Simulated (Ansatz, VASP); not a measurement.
## Zn in VASP and in Ansatz

```
Zn
1.0
     2.66480    0.00000    0.00000
    -1.33240    2.20393    0.00000
     0.00000    0.00000    4.94670
Zn
2
Direct
  0.33333 0.66667 0.25000
  0.66667 0.33333 0.75000
```

Change from the starting cell: strain -0.0450 x Voigt [0, 1, 0, 0, 0, 0], atoms carried along.

Alike in both runs: task single point; functional PBEsol; k mesh 24 × 24 × 10; occupations gaussian, width 0.15 eV; no spin polarisation.

|  | VASP | Ansatz |
| --- | --- | --- |
| version | VASP 6.6.1 | Ansatz 0.2.0 |
| potentials or method | VASP PAW PBE potentials, release 64 (Zn), cutoff 520 eV | scalar-relativistic, plane waves, PAW |
| valence electrons in the cell | 24 | 24 |

VASP gave:

```
gap on the k mesh at the Fermi level (eV)                     : none
pressure (GPa)                                                : -0.4
traceless stress, the component that is largest in VASP (GPa) : 3.75
```

Task: Estimate Ansatz's values.

Result: gap on the k mesh at the Fermi level (eV): none; pressure (GPa): -1.2; traceless stress, the component that is largest in VASP (GPa): 3.64.

VASP's potentials were made for PBE, not for PBEsol. A gap of «none» marks a metal or a gap that the smearing closes.
